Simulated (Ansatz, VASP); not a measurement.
Two plane-wave programs on Au

The input INCAR:

```
PREC = Accurate
ENCUT = 520
EDIFF = 1E-6
ISMEAR = -1
SIGMA = 0.1
LREAL = False
LASPH = True
NELM = 100
ALGO = Normal
ISIF = 2
LWAVE = False
LCHARG = True
GGA = CA
LELF = True
LVHAR = True
NBANDS = 18
```

File KPOINTS:

```
regular mesh
0
Gamma
  14 14 8
```

Contents of POSCAR:

```
Au
1.0
    2.9488334453      0.0000000000      0.0000000000
   -1.4744167226      2.5537646752      0.0000000000
    0.0000000000      0.0000000000      4.9326990490
Au
2
Direct
    0.3333333333      0.6666666667      0.2500000000
    0.6666666667      0.3333333333      0.7500000000
```

Input for Ansatz:

```yaml
crystal:
  lattice:
    - [2.9488334453, 0.0, 0.0]
    - [-1.4744167226, 2.5537646752, 0.0]
    - [0.0, 0.0, 4.932699049]
  atoms:
    - { symbol: Au, position: [0.3333333333, 0.6666666667, 0.25] }
    - { symbol: Au, position: [0.6666666667, 0.3333333333, 0.75] }
hamiltonian:
  xc: lda
  pseudopotentials:
    kind: paw
    azcp:
      Au: "pseudopotentials/Au.paw.azcp"
basis:
  ecutwfc: 420
  fft_grid_basis: typed
kpoints:
  mp_grid: { grid: [14, 14, 8], shift: [0, 0, 0] }
magnetization:
  spin_polarized: false
scf:
  occupations: { method: fermi_dirac, width: 0.1 }
  lower_state_search: "off"
output:
  stress: true
  write_density: true
  write_potential: true
  elf: true
  volumetric_format: npy
```

Alike in both runs: task single point; functional LDA; k mesh 14 × 14 × 8; occupations fermi-dirac, width 0.1 eV; no spin polarisation.

|  | VASP | Ansatz |
| --- | --- | --- |
| version | VASP 6.6.1 | Ansatz 0.2.0 |
| potentials or method | VASP PAW LDA potentials, release 64 (Au), cutoff 520 eV | plane waves (420 eV) with PAW, scalar-relativistic |
| valence electrons in the cell | 22 | 38 |

|  | VASP | Ansatz | Ansatz less VASP |
| --- | --- | --- | --- |
| pressure (GPa) | -15.2 | -15.6 | -0.34 |
| traceless stress, the component that is largest in VASP (GPa) | 0.49 | 0.58 | +0.091 |

Ansatz warns that its potentials were made for another functional, while VASP's fit it. LDA's correlation is that of Perdew and Zunger in VASP and of Perdew and Wang (1992) in Ansatz. VASP's potentials hold 22 valence electrons a cell and Ansatz's 38, so a difference there can come from the potentials and not from the codes.

Spin-orbit coupling is off throughout.
